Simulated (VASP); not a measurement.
Runs of VASP 6.6.1 on C. The structure is that of space group P6/mmm (No. 191), or close to it. The cells are those of the table. 

```csv
task,cell,k mesh,cutoff (eV),gap on the mesh (eV),pressure (GPa)
single point,"a = 6.744, b = 6.744, c = 1.284 Å, angles 90.0, 90.0, 120.0°, 3 atoms",11 × 11 × 15,520,none,-0.3
relaxation of cell and atoms,"relaxed from a = 3.344, b = 3.344, c = 2.050 Å, angles 90.0, 90.0, 120.0°, 3 atoms",11 × 11 × 15,600,none,0.0
single point,"a = 6.463, b = 6.463, c = 1.230 Å, angles 90.0, 90.0, 120.0°, 3 atoms",6 × 6 × 27,520,none,20.2
single point,"a = 6.833, b = 6.833, c = 1.301 Å, angles 90.0, 90.0, 120.0°, 3 atoms",6 × 6 × 27,520,none,(a)
single point,"a = 6.560, b = 6.560, c = 1.248 Å, angles 90.0, 90.0, 120.0°, 3 atoms",6 × 6 × 27,520,none,12.0
```

Alike in all rows: level BLYP; potentials or basis VASP PAW PBE potentials, release 64 (C); no spin polarisation; smearing fermi-dirac 0.1 eV.

Q: Estimate the missing entries.

A: (a) -5.2.

Caveats: the PAW data sets were made with another functional, which shifts forces and pressure a little.

A gap of «none» marks levels without a gap at the run's occupations.
